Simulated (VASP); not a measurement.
# AlNi (Pm-3m) in VASP: settings compared, part 2 of 3

VASP 6.6.1. Earlier steps stand in the parts before.

## (3) Single point, LDA, collinear spin, ferromagnetic start

This run uses another cell than the first one, of 11.35 Å³/atom, 0.949 times its volume.

INCAR reads:

```
PREC = Accurate ; ENCUT = 520
EDIFF = 1E-6 ; ISMEAR = -1
SIGMA = 0.05 ; LREAL = False
LASPH = True ; NELM = 150
ALGO = Normal ; ISIF = 2
LWAVE = False ; LCHARG = True
ISPIN = 2 ; MAGMOM = 1 0
LORBIT = 11 ; LMAXMIX = 4
LELF = True ; LVHAR = True
NBANDS = 18
```

KPOINTS reads:

```
Automatic mesh
0
Gamma
  9 9 9
```

POSCAR reads:

```
AlNi
1.0
    2.8313858550      0.0000000000      0.0000000000
    0.0000000000      2.8313858550      0.0000000000
    0.0000000000      0.0000000000      2.8313858550
Ni Al
1 1
Direct
    0.5000000000      0.5000000000      0.5000000000
    0.0000000000      0.0000000000      0.0000000000
```

Potentials or basis: VASP PAW LDA potentials, release 64 (Ni, Al).

The run is started by

```bash
cat potpaw_LDA.64/Ni/POTCAR potpaw_LDA.64/Al/POTCAR > POTCAR
mpirun -np 1 vasp_std > vasp.out
```

OUTCAR:

```text
PREC = Accurate
   ENCUT = 520
   EDIFF = 1E-6
   ISMEAR = -1
   LREAL = False
   LASPH = True
   NELM = 150
   ISIF = 2
   ISPIN = 2
   LORBIT = 11

 ion  position               nearest neighbor table
   1  0.500  0.500  0.500-   2 2.45   2 2.45   2 2.45   2 2.45   2 2.45   2 2.45   2 2.45   2 2.45

   2  0.000  0.000  0.000-   1 2.45   1 2.45   1 2.45   1 2.45   1 2.45   1 2.45   1 2.45   1 2.45

  LATTYP: Found a simple cubic cell.
 ALAT       =     2.8313858550

  Lattice vectors:

 A1 = (   2.8313858550,   0.0000000000,   0.0000000000)
 A2 = (   0.0000000000,   2.8313858550,   0.0000000000)
 A3 = (   0.0000000000,   0.0000000000,   2.8313858550)

Analysis of symmetry for initial positions (statically):
=====================================================================
 Subroutine PRICEL returns:
 Original cell was already a primitive cell.

 Routine SETGRP: Setting up the symmetry group for a
 simple cubic supercell.

 Subroutine GETGRP returns: Found 48 space group operations
 (whereof 48 operations were pure point group operations)
 out of a pool of 48 trial point group operations.

The static configuration has the point symmetry O_h .

Analysis of symmetry for dynamics (positions and initial velocities):
=====================================================================
 Subroutine PRICEL returns:
 Original cell was already a primitive cell.

 Routine SETGRP: Setting up the symmetry group for a
 simple cubic supercell.

 Subroutine GETGRP returns: Found 48 space group operations
 (whereof 48 operations were pure point group operations)
 out of a pool of 48 trial point group operations.

The dynamic configuration has the point symmetry O_h .

Analysis of structural, dynamic, and magnetic symmetry:
=====================================================================
 Subroutine PRICEL returns:
 Original cell was already a primitive cell.

 Routine SETGRP: Setting up the symmetry group for a
 simple cubic supercell.

 Subroutine GETGRP returns: Found 48 space group operations
 (whereof 48 operations were pure point group operations)
 out of a pool of 48 trial point group operations.

The overall configuration has the point symmetry O_h .

 Subroutine INISYM returns: Found 48 space group operations
 (whereof 48 operations are pure point group operations),
 and found     1 'primitive' translations

----------------------------------------------------------------------------------------

                                     Primitive cell

  volume of cell :      22.6985

  direct lattice vectors                    reciprocal lattice vectors
     2.831385855  0.000000000  0.000000000     0.353183936  0.000000000  0.000000000
     0.000000000  2.831385855  0.000000000     0.000000000  0.353183936  0.000000000
     0.000000000  0.000000000  2.831385855     0.000000000  0.000000000  0.353183936

  length of vectors
     2.831385855  2.831385855  2.831385855     0.353183936  0.353183936  0.353183936

  position of ions in fractional coordinates (direct lattice)
     0.500000000  0.500000000  0.500000000
     0.000000000  0.000000000  0.000000000

  ion indices of the primitive-cell ions
   primitive index   ion index
                 1           1
                 2           2

[... 59 lines left out ...]
   NGX,Y,Z   is equivalent  to a cutoff of  14.09, 14.09, 14.09 a.u.
   NGXF,Y,Z  is equivalent  to a cutoff of  28.18, 28.18, 28.18 a.u.
 SYSTEM =  unknown system
   PREC   = accura    normal or accurate (medium, high low for compatibility)
   ISTART =      0    job   : 0-new  1-cont  2-samecut
   ICHARG =      2    charge: 1-file 2-atom 10-const
   ISPIN  =      2    spin polarized calculation?
   LNONCOLLINEAR =      F non collinear calculations
   LSORBIT =      F    spin-orbit coupling
   LASPH  =      T    aspherical Exc in radial PAW
   ENCUT  =  520.0 eV  38.22 Ry    6.18 a.u.   5.26  5.26  5.26*2*pi/ulx,y,z
   NELM   =    150;   NELMIN=  2; NELMDL= -5     # of ELM steps
   EDIFF  = 0.1E-05   stopping-criterion for ELM
   LREAL  =      F    real-space projection
   EDIFFG = 0.1E-04   stopping-criterion for IOM
   NSW    =      0    number of steps for IOM
   IBRION =     -1    ionic relax: 0-MD 1-quasi-New 2-CG
   NFREE  =      0    steps in history (QN), initial steepest desc. (CG)
   ISIF   =      2    stress and relaxation
   ISYM   =      2    0-nonsym 1-usesym 2-fastsym
   POTIM  = 0.5000    time-step for ionic-motion
   TEBEG  =    0.0;   TEEND  =   0.0 temperature during run
   PSTRESS=    0.0 pullay stress
   NELECT =      13.0000    total number of electrons
   NUPDOWN=      -1.0000    fix difference up-down
   EMIN   =  10.00;   EMAX   =-10.00  energy-range for DOS
   EFERMI =   0.00;   METHOD = LEGACY
   ISMEAR =    -1;   SIGMA  =   0.05  broadening in eV -4-tet -1-fermi 0-gaus
   EFERMI_NEDOS =   21; number of points for ismear=-14 and -15
   IALGO  =     38    algorithm
   IMIX   =      4    mixing-type and parameters
     AMIX     =   0.40;   BMIX     =  1.00
     AMIX_MAG =   1.60;   BMIX_MAG =  1.00
  volume/ion in A,a.u.               =      11.35        76.59
  Fermi-wavevector in a.u.,A,eV,Ry     =   1.359534  2.569148 25.148110  1.848334
  Thomas-Fermi vector in A             =   2.486274
   LORBIT       =     11    0 simple, 1 ext, 2 COOP (PROOUT), +10 PAW based schemes
   GGA     = CA    functional components
   LHFCALC =     F    Hartree Fock is set to
   AEXX    =    0.0000 exact exchange contribution
   IVDW    =     0    specifies the selected vdW correction
   LEPSILON=     F    determine dielectric tensor
   LRPA    =     F    only Hartree local field effects (RPA)
 spin polarized calculation
  energy-cutoff  :      520.00
  volume of cell :       22.70
 maximum number of plane-waves:       627
 NGX is ok and might be reduce to    24
   NGX = 11   NGY = 11   NGZ = 11

 number of electron      12.9999994 magnetization      -0.0010101

 number of electron      12.9999994 magnetization       0.0001761

 Free energy of the ion-electron system (eV)
  ---------------------------------------------------
  ext. energy  EPLUGINS =         0.00000000
  ---------------------------------------------------
  free energy    TOTEN  =       -12.19560978 eV

  energy without entropy =      -12.18958214  energy(sigma->0) =      -12.19259596

 E-fermi :  10.4686     XC(G=0): -12.5568

 val. band max:       10.3999842401   @ k =   0.3333   0.1111   0.0000
 cond. band min:      10.5230254883   @ k =   0.3333   0.1111   0.1111
 fundamental gap:      0.1230412482
 Fermi energy:        10.4686178407

 spin component 1

 k-point     1 :       0.0000    0.0000    0.0000
  band No.  band energies     occupation
      1      -1.0126      1.00000
      2       6.9395      1.00000
      3       6.9395      1.00000
      4       8.7678      1.00000
      5       8.7678      1.00000
      6       8.7678      1.00000
[... 493 lines left out ...]
     17      33.6126      0.00000
     18      37.6879      0.00000

 [... further k-points ...]

 spin component 2

 k-point     1 :       0.0000    0.0000    0.0000
  band No.  band energies     occupation
      1      -1.0126      1.00000
      2       6.9396      1.00000
      3       6.9396      1.00000
      4       8.7678      1.00000
      5       8.7678      1.00000
      6       8.7678      1.00000
[... 493 lines left out ...]
     17      33.6126      0.00000
     18      37.6878      0.00000

 [... further k-points ...]
[... 5 lines left out ...]
  --------------------------------------------------------------------------------------
  -------------------------------------------------------------------------------------
  Total        0.0555328      0.0555328      0.0555328      0.0000000     -0.0000000      0.0000000
  in kB        3.9197942      3.9197942      3.9197942      0.0000000     -0.0000000      0.0000000
  external PRESSURE =       3.9197942 kB  Pullay stress =       0.0000000 kB

 VOLUME and BASIS-vectors are now :
 -----------------------------------------------------------------------------
  energy-cutoff  :      520.00
  volume of cell :       22.70
      direct lattice vectors                 reciprocal lattice vectors
     2.831385855  0.000000000  0.000000000     0.353183936  0.000000000  0.000000000
     0.000000000  2.831385855  0.000000000     0.000000000  0.353183936  0.000000000
     0.000000000  0.000000000  2.831385855     0.000000000  0.000000000  0.353183936

 POSITION                                       TOTAL-FORCE (eV/Angst)
 -----------------------------------------------------------------------------------
      1.41569      1.41569      1.41569         0.000000      0.000000      0.000000
      0.00000      0.00000      0.00000         0.000000      0.000000      0.000000
 -----------------------------------------------------------------------------------
    total drift:                                0.000000      0.000000     -0.000000

  FREE ENERGIE OF THE ION-ELECTRON SYSTEM (eV)
  ---------------------------------------------------
  free  energy   TOTEN  =       -12.1956097757 eV

  energy  without entropy=      -12.1895821426  energy(sigma->0) =      -12.19259596

 total charge

# of ion       s       p       d       tot
------------------------------------------
    1        0.503   0.565   8.517   9.585
    2        0.394   0.441   0.000   0.835
--------------------------------------------------
tot          0.897   1.006   8.517  10.420

 magnetization (x)

# of ion       s       p       d       tot
------------------------------------------
    1        0.000  -0.000   0.000   0.000
    2        0.000   0.000   0.000   0.000
--------------------------------------------------
tot          0.000   0.000   0.000   0.000
```

OSZICAR:

```text
N       E                     dE             d eps       ncg     rms          rms(c)
DAV:   1     0.457840413878E+02    0.45784E+02   -0.54556E+03  2576   0.831E+02
DAV:   2    -0.108106264499E+02   -0.56595E+02   -0.49472E+02  2688   0.166E+02
DAV:   3    -0.135589456541E+02   -0.27483E+01   -0.26792E+01  3058   0.377E+01
DAV:   4    -0.135909132553E+02   -0.31968E-01   -0.31938E-01  2886   0.363E+00
DAV:   5    -0.135914887878E+02   -0.57553E-03   -0.57550E-03  3058   0.525E-01    0.127E+01
DAV:   6    -0.153416824605E+02   -0.17502E+01   -0.38459E+01  2878   0.749E+01    0.153E+01
DAV:   7    -0.122252389025E+02    0.31164E+01   -0.11979E+01  2866   0.444E+01    0.138E+00
DAV:   8    -0.122117610775E+02    0.13478E-01   -0.20920E-01  3222   0.419E+00    0.104E+00
DAV:   9    -0.121956690531E+02    0.16092E-01   -0.33079E-02  3280   0.192E+00    0.468E-01
DAV:  10    -0.121957214518E+02   -0.52399E-04   -0.75644E-04  3496   0.264E-01    0.148E-01
DAV:  11    -0.121955915492E+02    0.12990E-03   -0.29458E-04  3298   0.157E-01    0.806E-02
DAV:  12    -0.121956142067E+02   -0.22658E-04   -0.57238E-05  3316   0.751E-02    0.440E-02
DAV:  13    -0.121956099679E+02    0.42388E-05   -0.14851E-05  3276   0.479E-02    0.125E-02
DAV:  14    -0.121956097757E+02    0.19228E-06   -0.10951E-06  1530   0.103E-02
   1 F= -.12195610E+02 E0= -.12192596E+02  d E =-.602763E-02  mag=    -0.0000
```

Wall time 14 s (1 thread of Intel Xeon Platinum 8375C at 2.90GHz (Ice Lake), shared host); peak memory 0.14 GiB.

Results:

```
Free energy                                           : -12.1956 eV
Pressure                                              : 0.4 GPa
Net moment                                            : 0.00 μB per cell
Valence electrons inside the program's atomic spheres : Ni 9.59; Al 0.83
```

[end of part 2 of 3]
